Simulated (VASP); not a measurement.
# HfIn4SiO6: single point with PBEsol

Crystal: HfIn4SiO6.

```
Hf In Si O
1.0
     5.53935   -0.08824    0.12177
    -0.78410    6.08140   -0.00693
    -2.51369   -1.32984    6.29528
Hf In Si O
1 4 1 6
Direct
  0.12445 0.01790 0.11801
  0.36554 0.99294 0.72381
  0.75313 0.00304 0.49661
  0.25336 0.48434 0.52858
  0.64063 0.49065 0.26794
  0.85519 0.43953 0.85123
  0.53644 0.37457 0.79466
  0.91201 0.39393 0.63161
  0.98444 0.26341 0.99508
  0.97772 0.69780 0.98306
  0.09370 0.07179 0.39505
  0.50336 0.11009 0.21434
```

```
Program             : VASP 6.6.1
Task                : single point
Functional          : PBEsol
Potentials or basis : VASP PAW PBE potentials, release 64 (Hf_pv, In_d, Si, O)
Cutoff              : 520 eV
k mesh              : 4 × 4 × 3
Occupations         : fermi-dirac, width 0.05 eV
Spin                : no spin polarisation
```

```
Pressure               : -0.1 GPa
Largest force          : 0.206 eV/Å
Band gap on the k mesh : 0.66 eV
```

Forces in eV/Å, atoms in the order of the input:
```
Hf  -0.008  0.013 -0.003
In  -0.010 -0.024  0.007
In  -0.008 -0.028  0.013
In   0.003  0.019 -0.025
In   0.000  0.019  0.002
Si   0.012  0.000  0.035
O   -0.087 -0.011 -0.014
O    0.048  0.006 -0.072
O    0.064 -0.154  0.090
O    0.020  0.180  0.098
O    0.052  0.003 -0.092
O   -0.087 -0.022 -0.040
```

Levels at points of the mesh, in eV from the valence-band top:
```csv
k point,band 49,band 50,band 51,band 52,band 53,band 54
"(0.00, 0.00, 0.00)",-2.09,-0.79,0.00,0.66,1.41,1.94
"(0.50, 0.00, 0.00)",-2.97,-1.54,-1.04,1.32,2.09,2.34
"(0.00, 0.50, 0.00)",-2.69,-1.24,-0.29,1.21,1.32,1.67
"(0.50, 0.50, 0.00)",-2.51,-1.53,-1.26,1.31,1.89,2.09
```

It took 19 min on 1 thread of Intel Xeon 8259CL, with other jobs on the host, peak memory 0.52 GiB.

Caveat: the PAW data sets were made with another functional, which shifts forces and pressure a little; spin-orbit coupling is left out, which moves the levels of the heavy elements; an odd mesh through Γ misses points on the zone boundary, where band edges can lie.
